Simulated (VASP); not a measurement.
## BaTiO3: single point with PBEsol

BaTiO3:

```
CELL_PARAMETERS angstrom
4.11247 0.00000 0.00000
0.00000 4.11247 0.00000
0.00000 0.00000 5.03561
ATOMIC_POSITIONS crystal
Ba 0.00000 0.00000 0.00000
Ti 0.50000 0.50000 0.50000
O 0.00000 0.50000 0.50000
O 0.50000 0.00000 0.50000
O 0.00000 0.00000 0.50000
```

```json
{
  "Program": "VASP 6.6.1",
  "Task": "single point",
  "Functional": "PBEsol",
  "Potentials or basis": "VASP PAW PBE potentials, release 64 (Ba_sv, Ti_sv, O)",
  "Cutoff": "600 eV",
  "k mesh": "2 × 2 × 2",
  "Occupations": "gaussian, width 0.01 eV",
  "Spin": "no spin polarisation"
}
```

* Pressure: -5.5 GPa
* Band gap on the k mesh: zero (band 20 reaches 4.20 eV, above the bottom of band 21 at 2.58 eV)

Stress tensor (GPa, compression positive):
```
-4.82  0.00  0.00
 0.00 -4.82  0.00
 0.00  0.00 -6.92
```

Levels at points of the mesh, in eV from the Fermi level:
| k point | band 17 | band 18 | band 19 | band 20 | band 21 | band 22 | band 23 | band 24 |
| --- | --- | --- | --- | --- | --- | --- | --- | --- |
| (0.00, 0.00, 0.00) | -3.37 | -2.01 | -1.13 | 0.00 | 0.00 | 0.06 | 1.50 | 1.70 |
| (0.50, 0.00, 0.00) | -2.71 | -1.73 | -1.34 | -0.58 | 0.18 | 0.84 | 1.15 | 1.51 |
| (0.50, 0.50, 0.00) | -2.54 | -2.07 | -2.07 | -1.59 | -1.51 | 1.52 | 1.52 | 2.15 |
| (0.00, 0.00, 0.50) | -3.49 | -2.65 | 0.09 | 0.11 | 0.11 | 0.13 | 0.48 | 1.68 |
| (0.50, 0.00, 0.50) | -2.84 | -2.69 | -1.93 | -0.10 | 0.01 | 0.85 | 1.45 | 1.93 |
| (0.50, 0.50, 0.50) | -3.59 | -2.53 | -2.28 | -2.28 | -0.58 | 0.32 | 1.50 | 1.50 |

It took 57 s on 1 thread of Intel Xeon 8259CL (shared host), peak memory 0.23 GiB.

Caveat: the k points lie up to 0.76 Å⁻¹ apart; the PAW data sets were made with another functional, which shifts forces and pressure a little; spin-orbit coupling is left out, which moves the levels of the heavy elements; semilocal functionals often make such compounds metallic where correlation or magnetic order opens a gap, which also shifts bond lengths.
